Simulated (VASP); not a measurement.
A run of VASP 6.6.1 is set up as follows.

File INCAR:

```
SYSTEM = Al
PREC = Accurate ; ENCUT = 520
EDIFF = 1E-6 ; ISMEAR = 0
SIGMA = 0.1 ; LREAL = .FALSE.
LASPH = .TRUE. ; NELM = 60
ALGO = Fast ; ISIF = 2
LWAVE = .FALSE. ; LCHARG = .FALSE.
GGA = PE ; NBANDS = 8
```

The input KPOINTS:

```
Automatic mesh
0
G
  18 18 18
  0 0 0
```

Contents of POSCAR:

```
Al
1.0
    0.0000000000      2.0208104482      2.0208104482
    2.0208104482      0.0000000000      2.0208104482
    2.0208104482      2.0208104482      0.0000000000
Al
1
Direct
    0.0000000000      0.0000000000      0.0000000000
```

Potentials or basis: VASP PAW PBE potentials, release 64 (Al).

Run with:

```sh
$ cat potpaw_PBE.64/Al/POTCAR > POTCAR
$ mpirun -np 1 vasp_std > vasp.out
```

Problem. What does it give for the pressure?

Solution. -0.1 GPa.

Problem. Predict the band gap on the k mesh.

Solution. Zero (an odd number of electrons rules out a gap without spin polarisation).
